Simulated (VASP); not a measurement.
Set up this calculation in VASP 6.6.1, as the native input.

- Task: single point
- Functional: r2SCAN
- Potentials or basis: VASP PAW PBE potentials, release 64 (Ga_d, P)
- Cutoff: 520 eV
- k mesh: 8 × 8 × 8
- Occupations: gaussian, width 0.05 eV
- Spin: no spin polarisation
- Dipole correction: no
- Further INCAR settings: ALGO = Normal; EDIFF = 1e-06; NBANDS = 16

Crystal: GaP.

```
CELL_PARAMETERS angstrom
0.00000 2.68437 2.72525
2.72525 0.00000 2.72525
2.72525 2.68437 0.00000
ATOMIC_POSITIONS crystal
Ga 0.00000 0.00000 0.00000
P 0.75000 0.75000 0.75000
```

This cell differs from its parent crystal: strain -0.0150 x Voigt [0, 1, 0, 0, 0, 0].

The input as run:

POSCAR

```
GaP
1.0
    0.0000000000      2.6843712500      2.7252500000
    2.7252500000      0.0000000000      2.7252500000
    2.7252500000      2.6843712500      0.0000000000
Ga P
1 1
Direct
    0.0000000000      0.0000000000      0.0000000000
    0.7500000000      0.7500000000      0.7500000000
```

INCAR.step1

```
ALGO     = Normal         # electronic algorithm
EDIFF    = 1E-4           # SCF threshold, eV
ENCUT    = 520            # plane-wave cutoff, eV
GGA      = PE             # functional
ISMEAR   = 0              # smearing method
LASPH    = T              # aspherical terms in the spheres
LCHARG   = F              # write CHGCAR
LREAL    = F              # projectors in reciprocal space
LWAVE    = T              # write WAVECAR
NBANDS   = 16             # bands
NELM     = 60             # most SCF steps
PREC     = Accurate       # precision mode
SIGMA    = 0.05           # smearing width, eV
```

INCAR.step2

```
ALGO     = Normal         # electronic algorithm
EDIFF    = 1E-6           # SCF threshold, eV
ENCUT    = 520            # plane-wave cutoff, eV
ISIF     = 2              # what is computed and relaxed
ISMEAR   = 0              # smearing method
ISTART   = 1            
LASPH    = T              # aspherical terms in the spheres
LCHARG   = F              # write CHGCAR
LMIXTAU  = T            
LREAL    = F              # projectors in reciprocal space
LWAVE    = F              # write WAVECAR
METAGGA  = R2SCAN         # meta-GGA
NBANDS   = 16             # bands
NELM     = 60             # most SCF steps
PREC     = Accurate       # precision mode
SIGMA    = 0.05           # smearing width, eV
```

KPOINTS

```
k-points
0
Gamma
  8 8 8
```

Potentials or basis: VASP PAW PBE potentials, release 64 (Ga_d, P).

Launch:

```console
$ cat potpaw_PBE.64/Ga_d/POTCAR potpaw_PBE.64/P/POTCAR > POTCAR
$ cp INCAR.step1 INCAR
$ mpirun -np 1 vasp_std > vasp.out
$ cp INCAR.step2 INCAR
$ mpirun -np 1 vasp_std > vasp.out
```

Results of the run:

| Item | Value |
| --- | --- |
| Pressure | 1.4 GPa |
| Band gap on the k mesh | 1.72 eV (least direct gap 2.42 eV) |

Caveat: the cell differs from its parent crystal (strain -0.0150 x Voigt [0, 1, 0, 0, 0, 0]); the PAW data sets were made with another functional, which shifts forces and pressure a little.

Run time: 3.6 min on 1 thread of Intel Xeon 8259CL, on a shared host, peak memory 0.19 GiB.
